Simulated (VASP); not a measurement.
# C (P1) in VASP: a series of runs

C is run at these levels: PBE; tasks: single point.

Program: VASP 6.6.1. These are calculated values, not measurements. Logs are shortened: lines on timing, memory, paths and dates and some standing lists are left out, and cuts for length are marked.

### 1 The cell of the first run

The typed cell holds 8 atoms: a = 2.518 Å, b = 2.518 Å, c = 8.305 Å, α = 90.00°, β = 90.00°, γ = 120.00°.

### 2 Single point, PBE (atom 1 (C) moved -0.150 Å towards its neighbour atom 1 (C) at 2.518 Å)

File INCAR:

```
SYSTEM = C
ALGO = Normal
EDIFF = 1E-6
ENCUT = 520
GGA = PE
ISIF = 2
ISMEAR = 0
LASPH = .True.
LCHARG = .False.
LREAL = .False.
LWAVE = .False.
NBANDS = 26
NELM = 60
PREC = Accurate
SIGMA = 0.05
```

File KPOINTS:

```
k-points
0
Gamma
  12 12 4
  0 0 0
```

File POSCAR:

```
C
1.0
    2.5180184915      0.0000000000      0.0000000000
   -1.2590092457      2.1806679808      0.0000000000
    0.0000000000      0.0000000000      8.3045881819
C
8
Direct
    0.0595706507      0.0595706507      0.0929681641
    0.0000000000      0.0000000000      0.5929681641
    0.0000000000      0.0000000000      0.4070318359
    0.0000000000      0.0000000000      0.9070318359
    0.3333333333      0.6666666667      0.1555285626
    0.6666666667      0.3333333333      0.6555285626
    0.3333333333      0.6666666667      0.3444714374
    0.6666666667      0.3333333333      0.8444714374
```

Potentials or basis: VASP PAW PBE potentials, release 64 (C).

Run with:

```bash
$ cat potpaw_PBE.64/C/POTCAR > POTCAR
$ mpirun -np 1 vasp_std > vasp.out
```

OUTCAR:

```text
SYSTEM = C
   EDIFF = 1E-6
   ENCUT = 520
   GGA = PE
   ISIF = 2
   ISMEAR = 0
   LASPH = .True.
   LREAL = .False.
   NELM = 60
   PREC = Accurate

 ion  position               nearest neighbor table
   1  0.060  0.060  0.093-   5 1.42   5 1.55   4 1.55   5 1.67
   2  0.000  0.000  0.593-   6 1.54   6 1.54   6 1.54   3 1.54
   3  0.000  0.000  0.407-   7 1.54   7 1.54   7 1.54   2 1.54
   4  0.000  0.000  0.907-   8 1.54   8 1.54   8 1.54   1 1.55
   5  0.333  0.667  0.156-   1 1.42   1 1.55   7 1.57   1 1.67
   6  0.667  0.333  0.656-   2 1.54   2 1.54   2 1.54   8 1.57
   7  0.333  0.667  0.344-   3 1.54   3 1.54   3 1.54   5 1.57
   8  0.667  0.333  0.844-   4 1.54   4 1.54   4 1.54   6 1.57

  LATTYP: Found a hexagonal cell.
 ALAT       =     2.5180184915
 C/A-ratio  =     3.2980648116

  Lattice vectors:

 A1 = (   2.5180184915,   0.0000000000,   0.0000000000)
 A2 = (  -1.2590092457,   2.1806679808,   0.0000000000)
 A3 = (   0.0000000000,   0.0000000000,   8.3045881819)

Analysis of symmetry for initial positions (statically):
=====================================================================
 Subroutine PRICEL returns:
 Original cell was already a primitive cell.

 Routine SETGRP: Setting up the symmetry group for a
 hexagonal supercell.

 Subroutine GETGRP returns: Found  1 space group operations
 (whereof  1 operations were pure point group operations)
 out of a pool of 24 trial point group operations.

The static configuration has the point symmetry C_1 .

Analysis of symmetry for dynamics (positions and initial velocities):
=====================================================================
 Subroutine PRICEL returns:
 Original cell was already a primitive cell.

 Routine SETGRP: Setting up the symmetry group for a
 hexagonal supercell.

 Subroutine GETGRP returns: Found  1 space group operations
 (whereof  1 operations were pure point group operations)
 out of a pool of 24 trial point group operations.

The dynamic configuration has the point symmetry C_1 .

 Subroutine INISYM returns: Found  1 space group operations
 (whereof  1 operations are pure point group operations),
 and found     1 'primitive' translations

----------------------------------------------------------------------------------------

                                     Primitive cell

  volume of cell :      45.6002

  direct lattice vectors                    reciprocal lattice vectors
     2.518018491  0.000000000  0.000000000     0.397137671  0.229287541  0.000000000
    -1.259009246  2.180667981  0.000000000     0.000000000  0.458575083  0.000000000
     0.000000000  0.000000000  8.304588182     0.000000000  0.000000000  0.120415363

  length of vectors
     2.518018491  2.518018491  8.304588182     0.458575083  0.458575083  0.120415363

  position of ions in fractional coordinates (direct lattice)
     0.059570651  0.059570651  0.092968164
     0.000000000  0.000000000  0.592968164
     0.000000000  0.000000000  0.407031836
     0.000000000  0.000000000  0.907031836
     0.333333333  0.666666667  0.155528563
     0.666666667  0.333333333  0.655528563
     0.333333333  0.666666667  0.344471437
     0.666666667  0.333333333  0.844471437

  ion indices of the primitive-cell ions
   primitive index   ion index
                 1           1
                 2           2
                 3           3
                 4           4
                 5           5
                 6           6
                 7           7
                 8           8

----------------------------------------------------------------------------------------

 KPOINTS: k-points

Automatic generation of k-mesh.
 Grid dimensions read from file:
 generate k-points for:   12   12    4

 Generating k-lattice:

  Cartesian coordinates                     Fractional coordinates (reciprocal lattice)
     0.033094806  0.019107295  0.000000000     0.083333333  0.000000000  0.000000000
     0.000000000  0.038214590  0.000000000     0.000000000  0.083333333  0.000000000
     0.000000000  0.000000000  0.030103841     0.000000000  0.000000000  0.250000000

  Length of vectors
     0.038214590  0.038214590  0.030103841

  Shift w.r.t. Gamma in fractional coordinates (k-lattice)
     0.000000000  0.000000000  0.000000000

 Subroutine IBZKPT returns following result:
 ===========================================

 Found    292 irreducible k-points:

 Following reciprocal coordinates:
            Coordinates               Weight
  0.000000  0.000000  0.000000      1.000000
  0.083333 -0.000000  0.000000      2.000000
  0.000000  0.083333  0.000000      2.000000
 -0.083333  0.083333  0.000000      2.000000
  0.166667  0.000000  0.000000      2.000000
  0.000000  0.166667  0.000000      2.000000
[... 16 lines left out ...]
  0.166667  0.083333  0.000000      2.000000
 -0.083333  0.250000  0.000000      2.000000
 [... further k-points ...]
   k-points           NKPTS =    292   k-points in BZ     NKDIM =    292   number of bands    NBANDS=     26
   number of dos      NEDOS =    301   number of ions     NIONS =      8
   total plane-waves  NPLWV =  25600
   dimension x,y,z NGX =    20 NGY =   20 NGZ =   64
   dimension x,y,z NGXF=    40 NGYF=   40 NGZF=  128
   ions per type =               8
   NGX,Y,Z   is equivalent  to a cutoff of  13.20, 13.20, 12.81 a.u.
   NGXF,Y,Z  is equivalent  to a cutoff of  26.41, 26.41, 25.62 a.u.
 SYSTEM =  C
   PREC   = accura    normal or accurate (medium, high low for compatibility)
   ISTART =      0    job   : 0-new  1-cont  2-samecut
   ICHARG =      2    charge: 1-file 2-atom 10-const
   ISPIN  =      1    spin polarized calculation?
   LNONCOLLINEAR =      F non collinear calculations
   LSORBIT =      F    spin-orbit coupling
   LASPH  =      T    aspherical Exc in radial PAW
   ENCUT  =  520.0 eV  38.22 Ry    6.18 a.u.   4.68  4.68 15.44*2*pi/ulx,y,z
   NELM   =     60;   NELMIN=  2; NELMDL= -5     # of ELM steps
   EDIFF  = 0.1E-05   stopping-criterion for ELM
   LREAL  =      F    real-space projection
   EDIFFG = 0.1E-04   stopping-criterion for IOM
   NSW    =      0    number of steps for IOM
   IBRION =     -1    ionic relax: 0-MD 1-quasi-New 2-CG
   NFREE  =      0    steps in history (QN), initial steepest desc. (CG)
   ISIF   =      2    stress and relaxation
   ISYM   =      2    0-nonsym 1-usesym 2-fastsym
   POTIM  = 0.5000    time-step for ionic-motion
   TEBEG  =    0.0;   TEEND  =   0.0 temperature during run
   PSTRESS=    0.0 pullay stress
   NELECT =      32.0000    total number of electrons
   NUPDOWN=      -1.0000    fix difference up-down
   EMIN   =  10.00;   EMAX   =-10.00  energy-range for DOS
   EFERMI =   0.00;   METHOD = LEGACY
   ISMEAR =     0;   SIGMA  =   0.05  broadening in eV -4-tet -1-fermi 0-gaus
   EFERMI_NEDOS =   21; number of points for ismear=-14 and -15
   IALGO  =     38    algorithm
   IMIX   =      4    mixing-type and parameters
     AMIX     =   0.40;   BMIX     =  1.00
     AMIX_MAG =   1.60;   BMIX_MAG =  1.00
  volume/ion in A,a.u.               =       5.70        38.47
  Fermi-wavevector in a.u.,A,eV,Ry     =   1.454798  2.749169 28.795869  2.116437
  Thomas-Fermi vector in A             =   2.571907
   LORBIT       =      0    0 simple, 1 ext, 2 COOP (PROOUT), +10 PAW based schemes
   GGA     = PE    functional components
   LHFCALC =     F    Hartree Fock is set to
   AEXX    =    0.0000 exact exchange contribution
   IVDW    =     0    specifies the selected vdW correction
   LEPSILON=     F    determine dielectric tensor
   LRPA    =     F    only Hartree local field effects (RPA)
 non-spin polarized calculation
 Gauss-broadening in eV      SIGMA  =   0.05
  energy-cutoff  :      520.00
  volume of cell :       45.60
 maximum number of plane-waves:      1243
   NGX =  9   NGY =  9   NGZ = 31

 number of electron      31.9999996 magnetization

 Free energy of the ion-electron system (eV)
  ---------------------------------------------------
  ext. energy  EPLUGINS =         0.00000000
  ---------------------------------------------------
  free energy    TOTEN  =       -72.24811346 eV

  energy without entropy =      -72.24811346  energy(sigma->0) =      -72.24811346

 E-fermi :  10.9606     XC(G=0): -13.2252

 val. band max:       10.7268237919   @ k =   0.0000   0.0000   0.0000
 cond. band min:      13.9631663095   @ k =  -0.4167   0.4167   0.0000
 fundamental gap:      3.2363425176
 Fermi energy:        10.9605548686

 k-point     1 :       0.0000    0.0000    0.0000
  band No.  band energies     occupation
      1     -11.7792      2.00000
      2     -10.1425      2.00000
      3     -10.0420      2.00000
      4      -6.1537      2.00000
      5      -3.6706      2.00000
      6       2.9308      2.00000
[... 18 lines left out ...]
     25      18.0607      0.00000
     26      18.2086      0.00000

 k-point     2 :       0.0833   -0.0000    0.0000
  band No.  band energies     occupation
      1     -11.6081      2.00000
      2      -9.9738      2.00000
      3      -9.8745      2.00000
      4      -6.0013      2.00000
      5      -3.5136      2.00000
      6       3.0109      2.00000
[... 18 lines left out ...]
     25      18.4551      0.00000
     26      18.6731      0.00000

 k-point     3 :       0.0000    0.0833    0.0000
  band No.  band energies     occupation
      1     -11.6082      2.00000
      2      -9.9742      2.00000
      3      -9.8742      2.00000
      4      -6.0018      2.00000
      5      -3.5119      2.00000
      6       2.9979      2.00000
[... 572 lines left out ...]
 k-point    23 :       0.1667    0.0833    0.0000
  band No.  band energies     occupation
      1     -10.5893      2.00000
      2      -8.9714      2.00000
      3      -8.8790      2.00000
      4      -5.0970      2.00000
      5      -2.6178      2.00000
      6       2.8124      2.00000
[... 18 lines left out ...]
     25      19.8367      0.00000
     26      20.4879      0.00000

 k-point    24 :      -0.0833    0.2500    0.0000
  band No.  band energies     occupation
      1     -10.5893      2.00000
      2      -8.9729      2.00000
      3      -8.8757      2.00000
      4      -5.0974      2.00000
      5      -2.6062      2.00000
      6       2.3261      2.00000
[... 18 lines left out ...]
     25      19.7965      0.00000
     26      20.8825      0.00000

 [... further k-points ...]

------------------------ aborting loop because EDIFF is reached ----------------------------------------

  FORCE on cell =-STRESS in cart. coord.  units (eV):
  Direction    XX          YY          ZZ          XY          YZ          ZX
  --------------------------------------------------------------------------------------
  -------------------------------------------------------------------------------------
  Total        0.4089240      1.4204293      0.4807882     -0.0052943      0.5550486     -0.1692647
  in kB       14.3676789     49.9072510     16.8926503     -0.1860158     19.5018138     -5.9471702
  external PRESSURE =      27.0558601 kB  Pullay stress =       0.0000000 kB

 VOLUME and BASIS-vectors are now :
 -----------------------------------------------------------------------------
  energy-cutoff  :      520.00
  volume of cell :       45.60
      direct lattice vectors                 reciprocal lattice vectors
     2.518018491  0.000000000  0.000000000     0.397137671  0.229287541  0.000000000
    -1.259009246  2.180667981  0.000000000     0.000000000  0.458575083  0.000000000
     0.000000000  0.000000000  8.304588182     0.000000000  0.000000000  0.120415363

 POSITION                                       TOTAL-FORCE (eV/Angst)
 -----------------------------------------------------------------------------------
      0.07500      0.12990      0.77206        -1.951976     -5.339623     -0.754841
      0.00000      0.00000      4.92436         0.001089     -0.001312      0.001856
      0.00000      0.00000      3.38023         0.003830      0.006861     -0.012138
      0.00000      0.00000      7.53253         0.409626      0.816932      0.060440
     -0.00000      1.45378      1.29160         1.421587      4.394817      0.746322
      1.25901      0.72689      5.44389         0.051995      0.089264     -0.006850
     -0.00000      1.45378      2.86069         0.011421     -0.012877     -0.017120
      1.25901      0.72689      7.01299         0.052427      0.045939     -0.017669
 -----------------------------------------------------------------------------------
    total drift:                                0.000030      0.000066      0.000023

  FREE ENERGIE OF THE ION-ELECTRON SYSTEM (eV)
  ---------------------------------------------------
  free  energy   TOTEN  =       -72.2481134580 eV

  energy  without entropy=      -72.2481134580  energy(sigma->0) =      -72.24811346
```

Run time: 2 min. Hardware: 1 thread of Intel Xeon 6975P-C (Granite Rapids), shared host; peak memory 0.33 GiB.

Results:

| Property | Result |
| --- | --- |
| Free energy | -72.2481 eV |
| Pressure | 2.7 GPa |
| Largest force | 5.735 eV/Å |
| Band gap on the k mesh | 3.24 eV (least direct gap 3.45 eV) |

Forces on the atoms (eV/Å):
```
C   -1.952 -5.340 -0.755
C    0.001 -0.001  0.002
C    0.004  0.007 -0.012
C    0.410  0.817  0.060
C    1.422  4.395  0.746
C    0.052  0.089 -0.007
C    0.011 -0.013 -0.017
C    0.052  0.046 -0.018
```

Levels at points of the mesh, in eV from the valence-band top:
```csv
k point,band 14,band 15,band 16,band 17,band 18,band 19
"(0.00, 0.00, 0.00)",-1.36,-1.04,0.00,3.45,4.36,4.68
"(0.50, 0.00, 0.00)",-5.46,-4.57,-3.98,3.40,4.61,4.70
"(0.00, 0.50, 0.00)",-5.44,-4.67,-3.67,3.71,4.46,4.99
"(0.50, 0.50, 0.00)",-5.35,-4.63,-3.62,3.24,4.52,4.61
"(0.00, 0.00, 0.50)",-1.62,-1.57,-0.32,3.71,5.05,5.15
"(0.50, 0.00, 0.50)",-5.50,-4.75,-4.59,3.57,3.99,5.76
"(0.00, 0.50, 0.50)",-5.48,-4.59,-4.21,3.98,4.09,5.50
"(0.50, 0.50, 0.50)",-5.66,-4.59,-4.16,3.36,3.99,5.91
```

Caveat: the cell differs from its parent crystal (atom 1 (C) moved -0.150 Å towards its neighbour atom 1 (C) at 2.518 Å); forces of over 1 eV/Å act on the atoms, so gaps and moduli don't describe the material at rest. A k mesh can miss the band edges.

### 3 Single point, PBE (atom 1 (C) moved +0.263 Å towards its neighbour atom 1 (C) at 2.518 Å)

File INCAR:

```
SYSTEM = C
  PREC = Accurate
  ENCUT = 520
  EDIFF = 1E-7
  ISMEAR = 0
  SIGMA = 0.05
  LREAL = .FALSE.
  LASPH = .TRUE.
  NELM = 80
  ALGO = Normal
  ISIF = 2
  LWAVE = .FALSE.
  LCHARG = .FALSE.
  GGA = PE
  NBANDS = 26
```

File KPOINTS:

```
regular mesh
0
G
  12 12 4
  0 0 0
```

POSCAR: that of step 2 with these lines changed.

```diff
@@ -8,3 +8,3 @@
 Direct
-    0.0595706507      0.0595706507      0.0929681641
+   -0.1042486387     -0.1042486387      0.0929681641
     0.0000000000      0.0000000000      0.5929681641
```

Potentials or basis: VASP PAW PBE potentials, release 64 (C).

Run with:

```bash
$ cat potpaw_PBE.64/C/POTCAR > POTCAR
$ mpirun -np 1 vasp_std > vasp.out
```

Run time: 2.1 min. Hardware: 1 thread of Intel Xeon 6975P-C (Granite Rapids), shared host; peak memory 0.32 GiB.

It converged, with:

```
Free energy            : -71.3921 eV
Pressure               : 7.0 GPa
Largest force          : 10.302 eV/Å
Band gap on the k mesh : 0.98 eV (least direct gap 1.15 eV)
```

Forces in eV/Å, atoms in the order of the input:
```
C    7.438  6.732 -2.344
C    0.004 -0.003  0.004
C   -0.015 -0.022 -0.037
C   -0.926 -1.289  0.161
C   -6.458 -5.107  2.317
C   -0.088 -0.153 -0.030
C    0.037 -0.043 -0.039
C    0.007 -0.114 -0.033
```

Stress tensor (GPa, compression positive):
```
 9.99  3.90 -5.39
 3.90  7.06  0.05
-5.39  0.05  4.06
```

Levels at points of the mesh, in eV from the valence-band top:
```
           k point  band 14  band 15  band 16  band 17  band 18  band 19
(0.00, 0.00, 0.00)    -2.63    -2.10     0.00     1.15     3.01     3.61
(0.50, 0.00, 0.00)    -6.46    -5.89    -4.65     2.50     3.03     3.71
(0.00, 0.50, 0.00)    -6.47    -5.73    -5.06     1.78     3.17     3.50
(0.50, 0.50, 0.00)    -6.35    -5.82    -4.24     0.98     3.07     3.40
(0.00, 0.00, 0.50)    -2.81    -2.72    -0.23     1.27     3.81     3.97
(0.50, 0.00, 0.50)    -6.51    -5.75    -5.08     2.78     2.84     3.82
(0.00, 0.50, 0.50)    -6.66    -5.79    -5.71     1.87     2.82     4.24
(0.50, 0.50, 0.50)    -6.83    -5.74    -4.64     1.00     2.83     4.42
```

Caveat: the cell differs from its parent crystal (atom 1 (C) moved +0.263 Å towards its neighbour atom 1 (C) at 2.518 Å); the cell stands under pressure; forces of over 1 eV/Å act on the atoms, so gaps and moduli don't describe the material at rest.
